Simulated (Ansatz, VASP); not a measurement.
# Ir: VASP beside Ansatz

```
CELL_PARAMETERS angstrom
0.00000 2.01568 1.91970
2.01568 0.00000 1.91970
2.01568 2.01568 0.00000
ATOMIC_POSITIONS crystal
Ir 0.00000 0.00000 0.00000
```

Change from the starting cell: strain +0.050 along x and y, +0.000 along z, atoms carried along.

Alike in both runs: task single point; functional PBEsol; k mesh 22 × 22 × 22; occupations gaussian, width 0.15 eV; no spin polarisation.

|  | VASP | Ansatz |
| --- | --- | --- |
| version | VASP 6.6.1 | Ansatz 0.2.0 |
| potentials or method | VASP PAW PBE potentials, release 64 (Ir), cutoff 520 eV | scalar-relativistic, plane waves, PAW |
| valence electrons in the cell | 9 | 17 |

Ansatz gave:

```
gap on the k mesh at the Fermi level (eV)                     : none
pressure (GPa)                                                : -30.5
traceless stress, the component that is largest in VASP (GPa) : 8.96
```

Problem. Estimate VASP's values.

Solution. gap on the k mesh at the Fermi level (eV): none; pressure (GPa): -30.0; traceless stress, the component that is largest in VASP (GPa): 8.91.

VASP's potentials were made for PBE, not for PBEsol. A gap of «none» marks a metal or a gap that the smearing closes. Both programs put the cell under strong tension, so it lies far from rest at this level. VASP's potentials hold 9 valence electrons a cell and Ansatz's 17, so a difference there can come from the potentials and not from the codes.

Spin-orbit coupling is off throughout. Noted on VASP's run: the cell as given lies far from equilibrium.
